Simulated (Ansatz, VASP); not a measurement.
## One calculation of I, two programs

```
I
1.0
     0.00000    2.36560    3.90984
     2.19225    0.00000    3.90984
     2.19225    2.36560    0.00000
I
1
Direct
  0.00000 0.00000 0.00000
```

Alike in both runs: functional RPBE; k mesh 9 × 9 × 9; occupations fermi-dirac, width 0.05 eV; no spin polarisation.

|  | VASP | Ansatz |
| --- | --- | --- |
| version | VASP 6.6.1 | Ansatz 0.2.0 |
| potentials or method | VASP PAW PBE potentials, release 64 (I) | Ansatz PAW |
| plane-wave cutoff (eV) | 520 | 420 |
| valence electrons in the cell | 7 | 17 |
| task | single point | band structure |

```csv
,VASP,Ansatz,Ansatz less VASP
gap on the k mesh at the Fermi level (eV),none,none,-
pressure (GPa),1.8,1.8,+0.04
"traceless stress, the component that is largest in VASP (GPa)",0.28,0.23,-0.050
```

VASP's potentials were made for PBE, not for RPBE. A gap of «none» marks a metal or a gap that the smearing closes. The functional is the same, so the differences come from potentials, cutoffs and numerics. VASP's potentials hold 7 valence electrons a cell and Ansatz's 17, so a difference there can come from the potentials and not from the codes.

Spin-orbit coupling is off throughout.
